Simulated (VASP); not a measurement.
# Ti4H (P4mm) in VASP: single point with PBE

Aim: the single point of Ti4H with PBE.

Program: VASP 6.6.1. These are calculated values, not measurements. Logs are shortened: lines on timing, memory, paths and dates and some standing lists are left out, and cuts for length are marked.

**1. The cell of the first run**

The structure is tetragonal, space group P4mm (No. 99). The conventional cell has a = 6.149 Å, b = 6.149 Å, c = 2.575 Å, α = 90.00°, β = 90.00°, γ = 90.00°. Ti (site symmetry m) has 5 Ti at 2.54 to 2.57 Å and 2 H at 3.33 Å within 3.4 Å. Within 3.4 Å of H (site symmetry 4mm) lie 2 H at 2.57 Å and 8 Ti at 3.33 Å.

The cell was generated, and may not be a known phase.

**2. Single point, PBE**

The input, INCAR:

```
SYSTEM = Ti4H
PREC = Accurate ; ENCUT = 520
EDIFF = 1E-7 ; ISMEAR = 0
SIGMA = 0.1 ; LREAL = .FALSE.
LASPH = .TRUE. ; NELM = 60
ALGO = Normal ; ISIF = 2
LWAVE = .FALSE. ; LCHARG = .FALSE.
GGA = PE ; NBANDS = 32
```

The input, KPOINTS:

```
regular mesh
0
G
  4 4 6
  0 0 0
```

The input, POSCAR:

```
Ti4H
1.0
    6.1490381135      0.0000000000      0.0000000000
    0.0000000000      6.1490381135      0.0000000000
    0.0000000000      0.0000000000      2.5747464137
Ti H
4 1
Direct
    0.7064213163      0.0000000000      0.8286480409
    0.2935786837      0.0000000000      0.8286480409
    0.0000000000      0.7064213163      0.8286480409
    0.0000000000      0.2935786837      0.8286480409
    0.5000000000      0.5000000000     -0.1656098034
```

Potentials or basis: VASP PAW PBE potentials, release 64 (Ti_sv, H).

Run with:

```
$ cat potpaw_PBE.64/Ti_sv/POTCAR potpaw_PBE.64/H/POTCAR > POTCAR
$ mpirun -np 1 vasp_std > vasp.out
```

OUTCAR:

```text
SYSTEM = Ti4H
   PREC = Accurate
   ENCUT = 520
   EDIFF = 1E-7
   ISMEAR = 0
   LREAL = .FALSE.
   LASPH = .TRUE.
   NELM = 60
   ISIF = 2
   GGA = PE

 ion  position               nearest neighbor table
   1  0.706  0.000  0.829-   2 2.54   3 2.55   4 2.55
   2  0.294  0.000  0.829-   1 2.54   3 2.55   4 2.55
   3  0.000  0.706  0.829-   4 2.54   2 2.55   1 2.55
   4  0.000  0.294  0.829-   3 2.54   2 2.55   1 2.55
   5  0.500  0.500  0.834-

  LATTYP: Found a simple tetragonal cell.
 ALAT       =     6.1490381135
 C/A-ratio  =     0.4187234436

  Lattice vectors:

 A1 = (   6.1490381135,   0.0000000000,   0.0000000000)
 A2 = (   0.0000000000,   6.1490381135,   0.0000000000)
 A3 = (   0.0000000000,   0.0000000000,   2.5747464137)

Analysis of symmetry for initial positions (statically):
=====================================================================
 Subroutine PRICEL returns:
 Original cell was already a primitive cell.

 Routine SETGRP: Setting up the symmetry group for a
 simple tetragonal supercell.

 Subroutine GETGRP returns: Found  8 space group operations
 (whereof  8 operations were pure point group operations)
 out of a pool of 16 trial point group operations.

The static configuration has the point symmetry C_4v.

Analysis of symmetry for dynamics (positions and initial velocities):
=====================================================================
 Subroutine PRICEL returns:
 Original cell was already a primitive cell.

 Routine SETGRP: Setting up the symmetry group for a
 simple tetragonal supercell.

 Subroutine GETGRP returns: Found  8 space group operations
 (whereof  8 operations were pure point group operations)
 out of a pool of 16 trial point group operations.

The dynamic configuration has the point symmetry C_4v.

 Subroutine INISYM returns: Found  8 space group operations
 (whereof  8 operations are pure point group operations),
 and found     1 'primitive' translations

----------------------------------------------------------------------------------------

                                     Primitive cell

  volume of cell :      97.3529

  direct lattice vectors                    reciprocal lattice vectors
     6.149038113  0.000000000  0.000000000     0.162627062  0.000000000  0.000000000
     0.000000000  6.149038113  0.000000000     0.000000000  0.162627062  0.000000000
     0.000000000  0.000000000  2.574746414     0.000000000  0.000000000  0.388387763

  length of vectors
     6.149038113  6.149038113  2.574746414     0.162627062  0.162627062  0.388387763

  position of ions in fractional coordinates (direct lattice)
     0.706421316  0.000000000  0.828648041
     0.293578684  0.000000000  0.828648041
     0.000000000  0.706421316  0.828648041
     0.000000000  0.293578684  0.828648041
     0.500000000  0.500000000  0.834390197

  ion indices of the primitive-cell ions
   primitive index   ion index
                 1           1
                 2           2
                 3           3
                 4           4
                 5           5

----------------------------------------------------------------------------------------

 KPOINTS: regular mesh

Automatic generation of k-mesh.
 Grid dimensions read from file:
 generate k-points for:    4    4    6

 Generating k-lattice:

  Cartesian coordinates                     Fractional coordinates (reciprocal lattice)
     0.040656765  0.000000000  0.000000000     0.250000000  0.000000000  0.000000000
     0.000000000  0.040656765  0.000000000     0.000000000  0.250000000  0.000000000
     0.000000000  0.000000000  0.064731294     0.000000000  0.000000000  0.166666667

  Length of vectors
     0.040656765  0.040656765  0.064731294

  Shift w.r.t. Gamma in fractional coordinates (k-lattice)
     0.000000000  0.000000000  0.000000000

 Subroutine IBZKPT returns following result:
 ===========================================

 Found     24 irreducible k-points:

 Following reciprocal coordinates:
            Coordinates               Weight
  0.000000  0.000000  0.000000      1.000000
  0.250000  0.000000  0.000000      4.000000
  0.500000  0.000000  0.000000      2.000000
  0.250000  0.250000  0.000000      4.000000
  0.500000  0.250000  0.000000      4.000000
  0.500000  0.500000  0.000000      1.000000
[... 16 lines left out ...]
  0.500000  0.250000  0.500000      4.000000
  0.500000  0.500000  0.500000      1.000000
   k-points           NKPTS =     24   k-points in BZ     NKDIM =     24   number of bands    NBANDS=     32
   number of dos      NEDOS =    301   number of ions     NIONS =      5
   total plane-waves  NPLWV =  46080
   dimension x,y,z NGX =    48 NGY =   48 NGZ =   20
   dimension x,y,z NGXF=    96 NGYF=   96 NGZF=   40
   ions per type =               4   1
   NGX,Y,Z   is equivalent  to a cutoff of  12.98, 12.98, 12.91 a.u.
   NGXF,Y,Z  is equivalent  to a cutoff of  25.95, 25.95, 25.83 a.u.
 SYSTEM =  Ti4H
   PREC   = accura    normal or accurate (medium, high low for compatibility)
   ISTART =      0    job   : 0-new  1-cont  2-samecut
   ICHARG =      2    charge: 1-file 2-atom 10-const
   ISPIN  =      1    spin polarized calculation?
   LNONCOLLINEAR =      F non collinear calculations
   LSORBIT =      F    spin-orbit coupling
   LASPH  =      T    aspherical Exc in radial PAW
   ENCUT  =  520.0 eV  38.22 Ry    6.18 a.u.  11.43 11.43  4.79*2*pi/ulx,y,z
   NELM   =     60;   NELMIN=  2; NELMDL= -5     # of ELM steps
   EDIFF  = 0.1E-06   stopping-criterion for ELM
   LREAL  =      F    real-space projection
   EDIFFG = 0.1E-05   stopping-criterion for IOM
   NSW    =      0    number of steps for IOM
   IBRION =     -1    ionic relax: 0-MD 1-quasi-New 2-CG
   NFREE  =      0    steps in history (QN), initial steepest desc. (CG)
   ISIF   =      2    stress and relaxation
   ISYM   =      2    0-nonsym 1-usesym 2-fastsym
   POTIM  = 0.5000    time-step for ionic-motion
   TEBEG  =    0.0;   TEEND  =   0.0 temperature during run
   PSTRESS=    0.0 pullay stress
   NELECT =      49.0000    total number of electrons
   NUPDOWN=      -1.0000    fix difference up-down
   EMIN   =  10.00;   EMAX   =-10.00  energy-range for DOS
   EFERMI =   0.00;   METHOD = LEGACY
   ISMEAR =     0;   SIGMA  =   0.10  broadening in eV -4-tet -1-fermi 0-gaus
   EFERMI_NEDOS =   21; number of points for ismear=-14 and -15
   IALGO  =     38    algorithm
   IMIX   =      4    mixing-type and parameters
     AMIX     =   0.40;   BMIX     =  1.00
     AMIX_MAG =   1.60;   BMIX_MAG =  1.00
  volume/ion in A,a.u.               =      19.47       131.39
  Fermi-wavevector in a.u.,A,eV,Ry     =   1.302239  2.460874 23.073107  1.695825
  Thomas-Fermi vector in A             =   2.433320
   LORBIT       =      0    0 simple, 1 ext, 2 COOP (PROOUT), +10 PAW based schemes
   GGA     = PE    functional components
   LHFCALC =     F    Hartree Fock is set to
   AEXX    =    0.0000 exact exchange contribution
   IVDW    =     0    specifies the selected vdW correction
   LEPSILON=     F    determine dielectric tensor
   LRPA    =     F    only Hartree local field effects (RPA)
 non-spin polarized calculation
 Gauss-broadening in eV      SIGMA  =   0.10
  energy-cutoff  :      520.00
  volume of cell :       97.35
 maximum number of plane-waves:      2648
 NGX is ok and might be reduce to    48
   NGX = 23   NGY = 23   NGZ =  9

 number of electron      49.0000018 magnetization

 Free energy of the ion-electron system (eV)
  ---------------------------------------------------
  ext. energy  EPLUGINS =         0.00000000
  ---------------------------------------------------
  free energy    TOTEN  =       -27.25730582 eV

  energy without entropy =      -27.19865523  energy(sigma->0) =      -27.22798052

 E-fermi :   4.6414     XC(G=0):  -9.8020

 val. band max:        4.6164211687   @ k =   0.0000   0.0000   0.0000
 cond. band min:       4.6523117383   @ k =   0.2500   0.0000   0.0000
 fundamental gap:      0.0358905697
 Fermi energy:         4.6414314256

 k-point     1 :       0.0000    0.0000    0.0000
  band No.  band energies     occupation
      1     -51.9656      2.00000
      2     -51.7941      2.00000
      3     -51.7874      2.00000
      4     -51.7874      2.00000
      5     -28.7172      2.00000
      6     -28.4561      2.00000
[... 24 lines left out ...]
     31       6.8175      0.00000
     32       7.4227      0.00000

 k-point     2 :       0.2500    0.0000    0.0000
  band No.  band energies     occupation
      1     -51.9529      2.00000
      2     -51.8433      2.00000
      3     -51.7874      2.00000
      4     -51.7509      2.00000
      5     -28.6724      2.00000
      6     -28.4768      2.00000
[... 24 lines left out ...]
     31       6.9050      0.00000
     32       7.1900      0.00000

 k-point     3 :       0.5000    0.0000    0.0000
  band No.  band energies     occupation
      1     -51.9320      2.00000
      2     -51.8788      2.00000
      3     -51.7874      2.00000
      4     -51.7363      2.00000
      5     -28.5609      2.00000
      6     -28.5488      2.00000
[... 24 lines left out ...]
     31       6.5805      0.00000
     32       7.0910      0.00000

 k-point     4 :       0.2500    0.2500    0.0000
  band No.  band energies     occupation
      1     -51.9399      2.00000
      2     -51.8532      2.00000
      3     -51.8138      2.00000
      4     -51.7275      2.00000
      5     -28.6371      2.00000
      6     -28.4937      2.00000
[... 24 lines left out ...]
     31       6.9845      0.00000
     32       7.0656      0.00000

 k-point     5 :       0.5000    0.2500    0.0000
  band No.  band energies     occupation
      1     -51.9173      2.00000
      2     -51.8788      2.00000
      3     -51.8241      2.00000
      4     -51.7143      2.00000
      5     -28.5543      2.00000
      6     -28.5448      2.00000
[... 584 lines left out ...]
     31       6.5321      0.00000
     32       7.3485      0.00000

 k-point    22 :       0.2500    0.2500    0.5000
  band No.  band energies     occupation
      1     -51.7820      2.00000
      2     -51.6992      2.00000
      3     -51.6615      2.00000
      4     -51.5790      2.00000
      5     -28.6059      2.00000
      6     -28.5212      2.00000
[... 24 lines left out ...]
     31       6.8038      0.00000
     32       6.8501      0.00000

 k-point    23 :       0.5000    0.2500    0.5000
  band No.  band energies     occupation
      1     -51.7604      2.00000
      2     -51.7237      2.00000
      3     -51.6713      2.00000
      4     -51.5664      2.00000
      5     -28.5840      2.00000
      6     -28.5457      2.00000
[... 24 lines left out ...]
     31       6.5895      0.00000
     32       6.9410      0.00000

 k-point    24 :       0.5000    0.5000    0.5000
  band No.  band energies     occupation
      1     -51.7237      2.00000
      2     -51.7237      2.00000
      3     -51.7206      2.00000
      4     -51.5538      2.00000
      5     -28.5457      2.00000
      6     -28.5457      2.00000
[... 24 lines left out ...]
     31       5.8543      0.00000
     32       7.0028      0.00000

------------------------ aborting loop because EDIFF is reached ----------------------------------------

  FORCE on cell =-STRESS in cart. coord.  units (eV):
  Direction    XX          YY          ZZ          XY          YZ          ZX
  --------------------------------------------------------------------------------------
  -------------------------------------------------------------------------------------
  Total       -0.0166199     -0.0166199     -0.1084615      0.0000000      0.0000000     -0.0000000
  in kB       -0.2735202     -0.2735202     -1.7849972      0.0000000      0.0000000     -0.0000000
  external PRESSURE =      -0.7773459 kB  Pullay stress =       0.0000000 kB

 VOLUME and BASIS-vectors are now :
 -----------------------------------------------------------------------------
  energy-cutoff  :      520.00
  volume of cell :       97.35
      direct lattice vectors                 reciprocal lattice vectors
     6.149038113  0.000000000  0.000000000     0.162627062  0.000000000  0.000000000
     0.000000000  6.149038113  0.000000000     0.000000000  0.162627062  0.000000000
     0.000000000  0.000000000  2.574746414     0.000000000  0.000000000  0.388387763

 POSITION                                       TOTAL-FORCE (eV/Angst)
 -----------------------------------------------------------------------------------
      4.34381      0.00000      2.13356        -0.020483     -0.000000      0.000950
      1.80523      0.00000      2.13356         0.020483      0.000000      0.000950
      0.00000      4.34381      2.13356         0.000000     -0.020483      0.000950
      0.00000      1.80523      2.13356        -0.000000      0.020483      0.000950
      3.07452      3.07452      2.14834        -0.000000     -0.000000     -0.003800
 -----------------------------------------------------------------------------------
    total drift:                                0.000000      0.000000     -0.000844

  FREE ENERGIE OF THE ION-ELECTRON SYSTEM (eV)
  ---------------------------------------------------
  free  energy   TOTEN  =       -27.2573058162 eV

  energy  without entropy=      -27.1986552304  energy(sigma->0) =      -27.22798052
```

It took 2.2 min on 1 thread of Oxide Virtual Turin-like, shared host; peak memory 0.19 GiB.

What came out:

```
Free energy            : -27.2573 eV
Pressure               : -0.1 GPa
Largest force          : 0.021 eV/Å
Band gap on the k mesh : zero (an odd number of electrons rules out a gap without spin polarisation)
```

Forces in eV/Å, atoms in the order of the input:
```
Ti  -0.020  0.000  0.001
Ti   0.020  0.000  0.001
Ti   0.000 -0.020  0.001
Ti   0.000  0.020  0.001
H    0.000  0.000 -0.004
```

Stress tensor (GPa, compression positive):
```
-0.03  0.00  0.00
 0.00 -0.03  0.00
 0.00  0.00 -0.18
```

Caveat: the k points lie up to 0.41 Å⁻¹ apart, too coarse for converged energies and pressures of a metal.

The gap in the log of VASP goes by the Fermi energy; the results here count the filled bands.